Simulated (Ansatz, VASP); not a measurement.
**Ti in VASP and in Ansatz**

```
CELL_PARAMETERS angstrom
2.90044 0.00000 0.00000
-1.45022 2.51185 0.00000
0.00000 0.00000 4.40735
ATOMIC_POSITIONS crystal
Ti 0.33333 0.66667 0.25000
Ti 0.66667 0.33333 0.75000
```

Change from the starting cell: strain +0.000 along x and y, -0.040 along z, atoms carried along.

Alike in both runs: task single point; functional PBEsol; k mesh 24 × 24 × 14; occupations gaussian, width 0.15 eV; no spin polarisation.

|  | VASP | Ansatz |
| --- | --- | --- |
| version | VASP 6.6.1 | Ansatz 0.2.0 |
| potentials or method | VASP PAW PBE potentials, release 64 (Ti_sv), cutoff 520 eV | scalar-relativistic, plane waves, PAW |
| valence electrons in the cell | 24 | 24 |

```csv
,VASP,Ansatz,Ansatz less VASP
gap on the k mesh at the Fermi level (eV),none,none,-
pressure (GPa),5.0,5.4,+0.40
"traceless stress, the component that is largest in VASP (GPa)",3.37,3.38,+0.010
```

VASP's potentials were made for PBE, not for PBEsol. A gap of «none» marks a metal or a gap that the smearing closes.
